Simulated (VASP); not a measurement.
# Ti5H in VASP: notebook

The runs below take Ti5H through single point, with PBE.

Everything below comes from runs of VASP 6.6.1. Logs are shortened: lines on timing, memory, paths and dates and some standing lists are left out, and cuts for length are marked.

### Step 1. The cell of the first run

The cell holds a slab with vacuum, 6 atoms: a = 2.938 Å, b = 2.938 Å, c = 26.212 Å, α = 90.00°, β = 90.00°, γ = 120.00°.

### Step 2. Single point, PBE, collinear spin

INCAR reads:

```
SYSTEM = Ti5H
PREC = Accurate
ENCUT = 450
EDIFF = 1E-6
ISMEAR = 0
SIGMA = 0.1
LREAL = .False.
LASPH = .True.
NELM = 300
ALGO = Normal
ISIF = 2
LWAVE = .False.
LCHARG = .False.
ISPIN = 2
MAGMOM = 0 0 0 0 0 1
LORBIT = 11
LMAXMIX = 4
LDIPOL = .True.
IDIPOL = 3
DIPOL = 0.5 0.5 0.378
GGA = PE
NBANDS = 44
GGA_COMPAT = .False.
NELMDL = -8
AMIX = 0.1
BMIX = 1E-4
AMIX_MAG = 0.4
BMIX_MAG = 1E-4
KPAR = 4
```

KPOINTS reads:

```
regular mesh
0
Gamma
  9 9 1
  0 0 0
```

POSCAR reads:

```
Ti5H
1.0
    2.9381632084      0.0000000000      0.0000000000
   -1.4690816042      2.5445239789      0.0000000000
    0.0000000000      0.0000000000     26.2117060745
Ti H
5 1
Direct
    0.6666666667      0.3333333333      0.1526035729
    0.3333333333      0.6666666667      0.2413132777
    0.6666666667      0.3333333333      0.3306032017
    0.3333333333      0.6666666667      0.4219530445
    0.6666666667      0.3333333333      0.5040383879
    1.5555555556     -0.5555555556      0.6173465408
```

Potentials or basis: VASP PAW PBE potentials, release 64 (Ti_sv, H).

On the command line:

```bash
$ cat potpaw_PBE.64/Ti_sv/POTCAR potpaw_PBE.64/H/POTCAR > POTCAR
$ mpirun -np 4 vasp_std > vasp.out
```

OUTCAR:

```text
SYSTEM = Ti5H
   PREC = Accurate
   ENCUT = 450
   EDIFF = 1E-6
   ISMEAR = 0
   LREAL = .False.
   LASPH = .True.
   NELM = 300
   ISIF = 2
   ISPIN = 2
   LORBIT = 11
   GGA = PE
   NELMDL = -8
   AMIX = 0.1
   AMIX_MAG = 0.4

 ion  position               nearest neighbor table
   1  0.667  0.333  0.153-   2 2.88   2 2.88   2 2.88
   2  0.333  0.667  0.241-   1 2.88   1 2.88   1 2.88   3 2.89   3 2.89   3 2.89
   3  0.667  0.333  0.331-   2 2.89   2 2.89   2 2.89
   4  0.333  0.667  0.422-   5 2.74   5 2.74   5 2.74
   5  0.667  0.333  0.504-   4 2.74   4 2.74   4 2.74
   6  0.556  0.444  0.617-

  LATTYP: Found a hexagonal cell.
 ALAT       =     2.9381632084
 C/A-ratio  =     8.9211198342

  Lattice vectors:

 A1 = (   2.9381632084,   0.0000000000,   0.0000000000)
 A2 = (  -1.4690816042,   2.5445239789,   0.0000000000)
 A3 = (   0.0000000000,   0.0000000000,  26.2117060745)

Analysis of symmetry for initial positions (statically):
=====================================================================
 Subroutine PRICEL returns:
 Original cell was already a primitive cell.

 Routine SETGRP: Setting up the symmetry group for a
 hexagonal supercell.

 Subroutine GETGRP returns: Found  2 space group operations
 (whereof  2 operations were pure point group operations)
 out of a pool of 24 trial point group operations.

The static configuration has the point symmetry C_1h.

Analysis of symmetry for dynamics (positions and initial velocities):
=====================================================================
 Subroutine PRICEL returns:
 Original cell was already a primitive cell.

 Routine SETGRP: Setting up the symmetry group for a
 hexagonal supercell.

 Subroutine GETGRP returns: Found  2 space group operations
 (whereof  2 operations were pure point group operations)
 out of a pool of 24 trial point group operations.

The dynamic configuration has the point symmetry C_1h.

Analysis of structural, dynamic, and magnetic symmetry:
=====================================================================
 Subroutine PRICEL returns:
 Original cell was already a primitive cell.

 Routine SETGRP: Setting up the symmetry group for a
 hexagonal supercell.

 Subroutine GETGRP returns: Found  2 space group operations
 (whereof  2 operations were pure point group operations)
 out of a pool of 24 trial point group operations.

The overall configuration has the point symmetry C_1h.

 Subroutine INISYM returns: Found  2 space group operations
 (whereof  2 operations are pure point group operations),
 and found     1 'primitive' translations

----------------------------------------------------------------------------------------

                                     Primitive cell

  volume of cell :     195.9647

  direct lattice vectors                    reciprocal lattice vectors
     2.938163208  0.000000000  0.000000000     0.340348690  0.196500408  0.000000000
    -1.469081604  2.544523979  0.000000000     0.000000000  0.393000816  0.000000000
     0.000000000  0.000000000 26.211706075     0.000000000  0.000000000  0.038150893

  length of vectors
     2.938163208  2.938163208 26.211706075     0.393000816  0.393000816  0.038150893

  position of ions in fractional coordinates (direct lattice)
     0.666666667  0.333333333  0.152603573
     0.333333333  0.666666667  0.241313278
     0.666666667  0.333333333  0.330603202
     0.333333333  0.666666667  0.421953045
     0.666666667  0.333333333  0.504038388
     0.555555556  0.444444444  0.617346541

  ion indices of the primitive-cell ions
   primitive index   ion index
                 1           1
                 2           2
                 3           3
                 4           4
                 5           5
                 6           6

----------------------------------------------------------------------------------------

 KPOINTS: regular mesh

Automatic generation of k-mesh.
 Grid dimensions read from file:
 generate k-points for:    9    9    1

[... 45 lines left out ...]
   number of dos      NEDOS =    301   number of ions     NIONS =      6
   total plane-waves  NPLWV =  76800
   dimension x,y,z NGX =    20 NGY =   20 NGZ =  192
   dimension x,y,z NGXF=    40 NGYF=   40 NGZF=  384
   ions per type =               5   1
   NGX,Y,Z   is equivalent  to a cutoff of  11.32, 11.32, 12.18 a.u.
   NGXF,Y,Z  is equivalent  to a cutoff of  22.63, 22.63, 24.35 a.u.
 SYSTEM =  Ti5H
   PREC   = accura    normal or accurate (medium, high low for compatibility)
   ISTART =      0    job   : 0-new  1-cont  2-samecut
   ICHARG =      2    charge: 1-file 2-atom 10-const
   ISPIN  =      2    spin polarized calculation?
   LNONCOLLINEAR =      F non collinear calculations
   LSORBIT =      F    spin-orbit coupling
   LASPH  =      T    aspherical Exc in radial PAW
   ENCUT  =  450.0 eV  33.07 Ry    5.75 a.u.   5.08  5.08 45.34*2*pi/ulx,y,z
   NELM   =    300;   NELMIN=  2; NELMDL= -8     # of ELM steps
   EDIFF  = 0.1E-05   stopping-criterion for ELM
   LREAL  =      F    real-space projection
   EDIFFG = 0.1E-04   stopping-criterion for IOM
   NSW    =      0    number of steps for IOM
   IBRION =     -1    ionic relax: 0-MD 1-quasi-New 2-CG
   NFREE  =      0    steps in history (QN), initial steepest desc. (CG)
   ISIF   =      2    stress and relaxation
   ISYM   =      2    0-nonsym 1-usesym 2-fastsym
   POTIM  = 0.5000    time-step for ionic-motion
   TEBEG  =    0.0;   TEEND  =   0.0 temperature during run
   PSTRESS=    0.0 pullay stress
   NELECT =      61.0000    total number of electrons
   NUPDOWN=      -1.0000    fix difference up-down
   EMIN   =  10.00;   EMAX   =-10.00  energy-range for DOS
   EFERMI =   0.00;   METHOD = LEGACY
   ISMEAR =     0;   SIGMA  =   0.10  broadening in eV -4-tet -1-fermi 0-gaus
   EFERMI_NEDOS =   21; number of points for ismear=-14 and -15
   IALGO  =     38    algorithm
   IMIX   =      4    mixing-type and parameters
     AMIX     =   0.10;   BMIX     =  0.00
     AMIX_MAG =   0.40;   BMIX_MAG =  0.00
  volume/ion in A,a.u.               =      32.66       220.41
  Fermi-wavevector in a.u.,A,eV,Ry     =   1.109495  2.096642 16.748502  1.230980
  Thomas-Fermi vector in A             =   2.246036
   LORBIT       =     11    0 simple, 1 ext, 2 COOP (PROOUT), +10 PAW based schemes
   GGA     = PE    functional components
   LHFCALC =     F    Hartree Fock is set to
   AEXX    =    0.0000 exact exchange contribution
   IVDW    =     0    specifies the selected vdW correction
   LEPSILON=     F    determine dielectric tensor
   LRPA    =     F    only Hartree local field effects (RPA)
 spin polarized calculation
 Gauss-broadening in eV      SIGMA  =   0.10
  energy-cutoff  :      450.00
  volume of cell :      195.96
 maximum number of plane-waves:      4279
   NGX = 11   NGY = 11   NGZ = 91

 dipolmoment           0.000000      0.000000     -0.522000 electrons x Angstroem

 number of electron      60.9999986 magnetization       1.0240338

 dipolmoment           0.000000      0.000000      0.059603 electrons x Angstroem

 Free energy of the ion-electron system (eV)
  ---------------------------------------------------
  ext. energy  EPLUGINS =         0.00000000
  ---------------------------------------------------
  free energy    TOTEN  =       -38.79619518 eV

  energy without entropy =      -38.76594134  energy(sigma->0) =      -38.78106826

 E-fermi :   1.1148     XC(G=0):  -6.1852

 val. band max:        1.0960976902   @ k =   0.4444   0.1111   0.0000
 cond. band min:       1.1233945058   @ k =   0.4444   0.0000   0.0000
 fundamental gap:      0.0272968157
 Fermi energy:         1.1148355182

 spin component 1

 k-point     1 :       0.0000    0.0000    0.0000
  band No.  band energies     occupation
      1     -56.0579      1.00000
      2     -55.7295      1.00000
      3     -55.6674      1.00000
      4     -55.5919      1.00000
      5     -55.5774      1.00000
      6     -32.4576      1.00000
[... 1069 lines left out ...]
     41       3.4864      0.00000
     42       3.8693      0.00000

 [... further k-points ...]

 spin component 2

 k-point     1 :       0.0000    0.0000    0.0000
  band No.  band energies     occupation
      1     -56.1143      1.00000
      2     -55.7054      1.00000
      3     -55.6414      1.00000
      4     -55.5463      1.00000
      5     -55.4739      1.00000
      6     -32.5596      1.00000
[... 1069 lines left out ...]
     41       3.7635      0.00000
     42       4.0205      0.00000

 [... further k-points ...]

 [bands above 42 left out]

------------------------ aborting loop because EDIFF is reached ----------------------------------------

 vacuum level on the upper side and lower side of the slab       (xc-potential included)         0.683        -0.787

  FORCE on cell =-STRESS in cart. coord.  units (eV):
  Direction    XX          YY          ZZ          XY          YZ          ZX
  --------------------------------------------------------------------------------------
  -------------------------------------------------------------------------------------
  Total       -0.9469407     -0.9852539     -3.0428049     -0.0331802      0.0559753     -0.0969519
  in kB       -7.7420436     -8.0552862    -24.8775111     -0.2712760      0.4576452     -0.7926644
  external PRESSURE =     -13.5582803 kB  Pullay stress =       0.0000000 kB

 VOLUME and BASIS-vectors are now :
 -----------------------------------------------------------------------------
  energy-cutoff  :      450.00
  volume of cell :      195.96
      direct lattice vectors                 reciprocal lattice vectors
     2.938163208  0.000000000  0.000000000     0.340348690  0.196500408  0.000000000
    -1.469081604  2.544523979  0.000000000     0.000000000  0.393000816  0.000000000
     0.000000000  0.000000000 26.211706075     0.000000000  0.000000000  0.038150893

 POSITION                                       TOTAL-FORCE (eV/Angst)
 -----------------------------------------------------------------------------------
      1.46908      0.84817      4.00000        -0.000028      0.000016      0.464677
     -0.00000      1.69635      6.32523        -0.000646      0.000373     -0.447679
      1.46908      0.84817      8.66567        -0.001021      0.000589      0.013717
     -0.00000      1.69635     11.06011         0.002084     -0.001203     -0.283671
      1.46908      0.84817     13.21171         0.034110     -0.019693      0.972841
      0.97939      1.13090     16.18171        -0.034498      0.019918     -0.719884
 -----------------------------------------------------------------------------------
    total drift:                               -0.000064      0.000037     -0.001420

  FREE ENERGIE OF THE ION-ELECTRON SYSTEM (eV)
  ---------------------------------------------------
  free  energy   TOTEN  =       -38.7961951809 eV

  energy  without entropy=      -38.7659413367  energy(sigma->0) =      -38.78106826

 vacuum level on the upper side and lower side of the slab         6.745         5.231

 total charge

# of ion       s       p       d       tot
------------------------------------------
    1        2.245   6.072   1.879  10.195
    2        2.246   6.122   1.871  10.238
    3        2.245   6.117   1.871  10.234
    4        2.252   6.131   1.894  10.277
    5        2.248   6.082   1.895  10.226
    6        0.377   0.001   0.000   0.377
--------------------------------------------------
tot         11.613  30.524   9.410  51.547

 magnetization (x)

# of ion       s       p       d       tot
------------------------------------------
    1        0.012   0.048   0.573   0.633
    2       -0.001  -0.001  -0.082  -0.084
    3       -0.000   0.001   0.000   0.001
    4        0.001   0.006   0.127   0.134
    5       -0.014  -0.040  -0.473  -0.526
    6        0.303  -0.000   0.000   0.303
--------------------------------------------------
tot          0.301   0.015   0.146   0.462
```

It took 6.6 min on 4 MPI ranks of Intel Xeon Platinum 8259CL at 2.50GHz (Skylake/Cascade Lake), shared host; peak memory 0.48 GiB.

Results:

```yaml
Free_energy: -38.7962 eV
Largest_force: 0.974 eV/Å
Band_gap_on_the_k_mesh: zero (filled and empty bands overlap)
Net_moment: 1.02 μB per cell
Site_moments: Ti +0.63, -0.08, +0.00, +0.13, -0.53; H +0.30 μB
Valence_electrons_inside_the_program's_atomic_spheres: Ti 10.20, 10.24, 10.23, 10.28 (each value once); H 0.38
```

Forces in eV/Å, atoms in the order of the input:
```
Ti   0.000  0.000  0.465
Ti  -0.001  0.000 -0.448
Ti  -0.001  0.001  0.014
Ti   0.002 -0.001 -0.284
Ti   0.034 -0.020  0.973
H   -0.034  0.020 -0.720
```

### Step 3. Single point, PBE, collinear spin

INCAR reads:

```
SYSTEM = Ti5H
PREC = Accurate
ENCUT = 520
EDIFF = 1E-6
ISMEAR = 0
SIGMA = 0.1
LREAL = .False.
LASPH = .True.
NELM = 150
ALGO = Normal
ISIF = 2
LWAVE = .False.
LCHARG = .True.
ISPIN = 2
MAGMOM = 0 0 0 0 0 1
LORBIT = 11
LMAXMIX = 4
LDIPOL = .True.
IDIPOL = 3
DIPOL = 0.5 0.5 0.370
GGA = PE
LELF = .True.
LVHAR = .True.
LVACPOTAV = .True.
NBANDS = 44
```

KPOINTS reads:

```
Automatic mesh
0
Gamma
  9 9 1
  0 0 0
```

POSCAR, as its differences from that of step 2:

```diff
@@ -13,2 +13,2 @@
     0.6666666667      0.3333333333      0.5040383879
-    1.5555555556     -0.5555555556      0.6173465408
+    0.7777777778      0.2222222222      0.5673688707
```

Potentials or basis: VASP PAW PBE potentials, release 64 (Ti_sv, H).

On the command line:

```bash
$ cat potpaw_PBE.64/Ti_sv/POTCAR potpaw_PBE.64/H/POTCAR > POTCAR
$ mpirun -np 1 vasp_std > vasp.out
```

Wall time 17 min (1 thread of Intel Xeon Platinum 8488C (Sapphire Rapids), shared host); peak memory 0.6 GiB.

The run converged. Its results:

* Free energy: -40.4791 eV
* Largest force: 1.458 eV/Å
* Net moment: -0.95 μB per cell
* Site moments: Ti -0.60, +0.07, -0.03, -0.01, +0.01; H -0.00 μB
* Valence electrons inside the program's atomic spheres: Ti 10.20, 10.24, 10.23, 10.28 (each value once); H 0.51

Forces in eV/Å, atoms in the order of the input:
```
Ti   0.000  0.000  0.467
Ti   0.000  0.000 -0.457
Ti  -0.009  0.005  0.110
Ti   0.086 -0.050 -0.742
Ti  -1.110  0.641  0.694
H    1.034 -0.597 -0.073
```

Levels at points of the mesh, in eV from the Fermi level:
Spin up:
```
           k point  band 26  band 27  band 28  band 29  band 30  band 31  band 32  band 33  band 34  band 35
(0.00, 0.00, 0.00)    -2.54     0.10     0.25     0.55     0.55     0.61     0.66     0.67     0.78     0.79
```
Spin down:
| k point | band 28 | band 29 | band 30 | band 31 | band 32 | band 33 | band 34 | band 35 |
| --- | --- | --- | --- | --- | --- | --- | --- | --- |
| (0.00, 0.00, 0.00) | 0.11 | 0.32 | 0.55 | 0.56 | 0.59 | 0.59 | 0.62 | 0.67 |

### Step 4. Single point, PBE, collinear spin

INCAR reads:

```
SYSTEM = Ti5H
PREC = Accurate ; ENCUT = 520
EDIFF = 1E-6 ; ISMEAR = 0
SIGMA = 0.1 ; LREAL = .FALSE.
LASPH = .TRUE. ; NELM = 150
ALGO = Normal ; ISIF = 2
LWAVE = .FALSE. ; LCHARG = .TRUE.
ISPIN = 2 ; MAGMOM = 0 0 0 0 0 1
LORBIT = 11 ; LMAXMIX = 4
LDIPOL = .TRUE. ; IDIPOL = 3
DIPOL = 0.5 0.5 0.372 ; GGA = PE
LELF = .TRUE. ; LVHAR = .TRUE.
LVACPOTAV = .TRUE. ; NBANDS = 44
```

KPOINTS reads:

```
regular mesh
0
G
  9 9 1
  0 0 0
```

POSCAR, as its differences from that of step 3:

```diff
@@ -13,2 +13,2 @@
     0.6666666667      0.3333333333      0.5040383879
-    0.7777777778      0.2222222222      0.5673688707
+    1.5555555556     -0.5555555556      0.5830107369
```

On the command line:

```bash
$ cat potpaw_PBE.64/Ti_sv/POTCAR potpaw_PBE.64/H/POTCAR > POTCAR
$ mpirun -np 1 vasp_std > vasp.out
```

Run time: 48 min. Hardware: 1 thread of Intel Xeon 8259CL, shared host; peak memory 0.61 GiB.

Results (log left out):

```
Free energy                                           : -40.0051 eV
Largest force                                         : 2.291 eV/Å
Net moment                                            : -0.95 μB per cell
Site moments                                          : Ti -0.60, +0.07, -0.03, -0.01, +0.01; H +0.00 μB
Valence electrons inside the program's atomic spheres : Ti 10.20, 10.24, 10.23, 10.28, 10.21; H 0.42
```

Forces on the atoms (eV/Å):
```
Ti   0.001  0.000  0.467
Ti  -0.006  0.003 -0.451
Ti  -0.004  0.002  0.096
Ti  -0.033  0.019 -0.642
Ti   0.467 -0.270  2.227
H   -0.425  0.245 -1.697
```

Levels at points of the mesh, in eV from the Fermi level:
Spin up:
```csv
k point,band 26,band 27,band 28,band 29,band 30,band 31,band 32,band 33,band 34,band 35
"(0.00, 0.00, 0.00)",-2.42,0.09,0.24,0.52,0.52,0.61,0.66,0.66,0.77,0.79
```
Spin down:
| k point | band 27 | band 28 | band 29 | band 30 | band 31 | band 32 | band 33 | band 34 | band 35 | band 36 |
| --- | --- | --- | --- | --- | --- | --- | --- | --- | --- | --- |
| (0.00, 0.00, 0.00) | -0.42 | 0.09 | 0.32 | 0.53 | 0.53 | 0.58 | 0.58 | 0.61 | 0.67 | 0.67 |

### Step 5. Summary

```csv
cell,cutoff (eV),second try,gap on the mesh (eV),moment (μB),largest force (eV/Å)
"as given, atomic positions A",450,not_converged,none,1.02,0.97
"as given, atomic positions B",520,-,none,0.95,1.46
"as given, atomic positions C",520,-,none,0.95,2.29
```

Alike in all rows: task single point; level PBE; potentials or basis VASP PAW PBE potentials, release 64 (Ti_sv, H); spin collinear; k mesh 9 × 9 × 1; smearing gaussian 0.1 eV.

Total energies depend on the potentials used, so only differences within one code and one set of settings carry meaning.

The gap in the log of VASP goes by the Fermi energy; the results here count the filled bands.